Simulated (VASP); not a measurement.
Wanted: the native input for a VASP 6.6.1 run.

```yaml
Task: single point
Functional: r2SCAN
Potentials_or_basis: VASP PAW PBE potentials, release 64 (C)
Cutoff: 520 eV
k_mesh: 12 × 12 × 12
Occupations: gaussian, width 0.05 eV
Spin: no spin polarisation
Dipole_correction: no
Further_INCAR_settings: ALGO = Normal; EDIFF = 1e-07; NBANDS = 11
```

The system is C.

```
C
1.0
     0.00000    1.78459    1.78459
     1.78014    0.00445    1.78014
     1.78014    1.78014    0.00445
C
2
Direct
  0.50000 0.50000 0.50000
  0.75000 0.75000 0.75000
```

This cell differs from its parent crystal: strain +0.0050 x Voigt [0, 0, 0, 1, 0, 0].

The input as run:

POSCAR

```
C
1.0
    0.0000000000      1.7845920620      1.7845920620
    1.7801417077      0.0044503543      1.7801417077
    1.7801417077      1.7801417077      0.0044503543
C
2
Direct
    0.5000000000      0.5000000000      0.5000000000
    0.7500000000      0.7500000000      0.7500000000
```

INCAR.step1

```
PREC     = Accurate       # precision mode
ENCUT    = 520            # plane-wave cutoff, eV
ISMEAR   = 0              # smearing method
SIGMA    = 0.05           # smearing width, eV
LREAL    = False          # projectors in reciprocal space
LASPH    = True           # aspherical terms in the spheres
NELM     = 100            # most SCF steps
NBANDS   = 11             # bands
GGA      = PE             # functional
ALGO     = Normal         # electronic algorithm
EDIFF    = 1E-4           # SCF threshold, eV
LWAVE    = True           # write WAVECAR
LCHARG   = False          # write CHGCAR
```

INCAR.step2

```
PREC     = Accurate       # precision mode
ENCUT    = 520            # plane-wave cutoff, eV
EDIFF    = 1E-7           # SCF threshold, eV
ISMEAR   = 0              # smearing method
SIGMA    = 0.05           # smearing width, eV
LREAL    = False          # projectors in reciprocal space
LASPH    = True           # aspherical terms in the spheres
NELM     = 100            # most SCF steps
ALGO     = Normal         # electronic algorithm
ISIF     = 2              # what is computed and relaxed
LWAVE    = False          # write WAVECAR
LCHARG   = False          # write CHGCAR
METAGGA  = R2SCAN         # meta-GGA
LMIXTAU  = True         
NBANDS   = 11             # bands
ISTART   = 1
```

KPOINTS

```
regular mesh
0
Gamma
  12 12 12
```

Potentials or basis: VASP PAW PBE potentials, release 64 (C).

Launch:

```bash
$ cat potpaw_PBE.64/C/POTCAR > POTCAR
$ cp INCAR.step1 INCAR
$ mpirun -np 1 vasp_std > vasp.out
$ cp INCAR.step2 INCAR
$ mpirun -np 1 vasp_std > vasp.out
```

Results of the run:

```yaml
Pressure: 1.1 GPa
Largest_force: 0.013 eV/Å
Band_gap_on_the_k_mesh: 4.35 eV, indirect (least direct gap 5.77 eV)
```

Caveat: the cell differs from its parent crystal (strain +0.0050 x Voigt [0, 0, 0, 1, 0, 0]); the PAW data sets were made with another functional, which shifts forces and pressure a little.

Wall time 54 s on 1 thread of Intel(R) Xeon(R) 6975P-C (Granite Rapids), with other jobs on the host, peak memory 0.14 GiB.
